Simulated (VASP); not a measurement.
Input of a VASP 6.6.1 run:

The input INCAR:

```
ALGO = Fast ; EDIFF = 1E-7
ENCUT = 520 ; GGA = PS
ISIF = 2 ; ISMEAR = 0
LASPH = True ; LCHARG = False
LREAL = False ; LWAVE = False
NBANDS = 17 ; NELM = 100
PREC = Accurate ; SIGMA = 0.15
```

Contents of KPOINTS:

```
k-points
0
Gamma
  18 18 10
```

Contents of POSCAR:

```
Hf
1.0
    3.1966985242      0.0000000000      0.0000000000
   -1.5983492621      2.7684221302      0.0000000000
    0.0000000000      0.0000000000      5.2474675000
Hf
2
Direct
    0.3333333333      0.6666666667      0.2500000000
    0.6666666667      0.3333333333      0.7500000000
```

Potentials or basis: VASP PAW PBE potentials, release 64 (Hf_pv).

Run with:

```console
$ cat potpaw_PBE.64/Hf_pv/POTCAR > POTCAR
$ mpirun -np 1 vasp_std > vasp.out
```

What does it give for the pressure?

-7.6 GPa.

What does it give for the band gap on the k mesh?

Zero (band 10 reaches 5.59 eV, above the bottom of band 11 at 4.08 eV).

Stress tensor (GPa, compression positive):
```
 -6.19   0.00   0.00
  0.00  -6.19   0.00
  0.00   0.00 -10.48
```

Caveat: the cell differs from its parent crystal (strain +0.0375 x Voigt [0, 0, 1, 0, 0, 0]); the PAW data sets were made with another functional, which shifts forces and pressure a little; spin-orbit coupling is left out, which moves the levels of the heavy elements.
